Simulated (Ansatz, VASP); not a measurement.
# ZnO in VASP and in Ansatz

```
CELL_PARAMETERS angstrom
3.28797 0.00000 0.00000
-1.64398 2.84746 0.00000
0.00000 0.00000 7.13044
ATOMIC_POSITIONS crystal
Zn 0.00000 0.00000 0.25000
Zn 0.00000 0.00000 0.75000
O 0.66667 0.33333 0.75000
O 0.33333 0.66667 0.25000
```

Alike in both runs: task single point; functional PBE; k mesh 5 × 5 × 2; occupations fermi-dirac, width 0.03 eV; no spin polarisation.

|  | VASP | Ansatz |
| --- | --- | --- |
| version | VASP 6.6.1 | Ansatz 0.2.0 |
| potentials or method | VASP PAW PBE potentials, release 64 (Zn, O), cutoff 600 eV | all-electron LAPW, scalar-relativistic |

Ansatz gave:

- gap on the k mesh at the Fermi level (eV): 0.84
- least direct gap on the mesh (eV): 0.84
- pressure (GPa): -0.7
- traceless stress, the component that is largest in VASP (GPa): 0.98

Q: Which values does VASP return?

A: gap on the k mesh at the Fermi level (eV): 0.82; least direct gap on the mesh (eV): 0.82; pressure (GPa): 0.0; traceless stress, the component that is largest in VASP (GPa): 0.15.

Ansatz ran all-electron here, and VASP with PAW potentials.

The k mesh is coarse, so the values compare programs but aren't converged.
